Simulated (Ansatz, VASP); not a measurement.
## One calculation of BN, two programs

The input INCAR:

```
PREC = Accurate
ENCUT = 520
EDIFF = 1E-6
ISMEAR = 0
SIGMA = 0.05
LREAL = False
LASPH = True
NELM = 100
ALGO = Normal
ISIF = 2
LWAVE = False
LCHARG = True
GGA = PE
IVDW = 12
LELF = True
LVHAR = True
NBANDS = 16
```

Contents of KPOINTS:

```
regular mesh
0
Gamma
  12 12 4
```

The input POSCAR:

```
BN
1.0
    2.3059230574      0.0000000000      0.0000000000
   -1.1529615287      1.9969879469      0.0000000000
    0.0000000000      0.0000000000      6.3521729774
B N
2 2
Direct
    0.3333333333      0.6666666667      0.2500000000
    0.6666666667      0.3333333333      0.7500000000
    0.3333333333      0.6666666667      0.7500000000
    0.6666666667      0.3333333333      0.2500000000
```

Input for Ansatz:

```yaml
crystal:
  lattice:
    - [2.3059230574, 0.0, 0.0]
    - [-1.1529615287, 1.9969879469, 0.0]
    - [0.0, 0.0, 6.3521729774]
  atoms:
    - { symbol: B, position: [0.3333333333, 0.6666666667, 0.25] }
    - { symbol: B, position: [0.6666666667, 0.3333333333, 0.75] }
    - { symbol: "N", position: [0.3333333333, 0.6666666667, 0.75] }
    - { symbol: "N", position: [0.6666666667, 0.3333333333, 0.25] }
basis:
  ecutwfc: 420
kpoints:
  mp_grid: { grid: [12, 12, 4] }
hamiltonian:
  xc: pbe
  dispersion: d3bj
scf:
  occupations: { method: gaussian, width: 0.05 }
output:
  forces: true
  stress: true
  eigenvalues: true
```

Change from the starting cell: strain -0.080 along x and y, -0.040 along z, atoms carried along.

Alike in both runs: task single point; functional PBE; dispersion D3(BJ); k mesh 12 × 12 × 4; occupations gaussian, width 0.05 eV; no spin polarisation.

|  | VASP | Ansatz |
| --- | --- | --- |
| version | VASP 6.6.1 | Ansatz 0.2.0 |
| potentials or method | VASP PAW PBE potentials, release 64 (B, N), cutoff 520 eV | scalar-relativistic, plane waves, PAW |
| valence electrons in the cell | 16 | 16 |

Ansatz gave:

| Item | Value |
| --- | --- |
| gap on the k mesh at the Fermi level (eV) | 4.57 |
| least direct gap on the mesh (eV) | 5.20 |
| pressure (GPa) | 90.0 |
| traceless stress, the component that is largest in VASP (GPa) | -88.70 |

Task: Which values does VASP return?

Result: gap on the k mesh at the Fermi level (eV): 4.56; least direct gap on the mesh (eV): 5.18; pressure (GPa): 90.2; traceless stress, the component that is largest in VASP (GPa): -89.10.

Both programs put the cell under a high pressure, so it lies far from rest at this level.

Noted on VASP's run: the cell as given lies far from equilibrium.
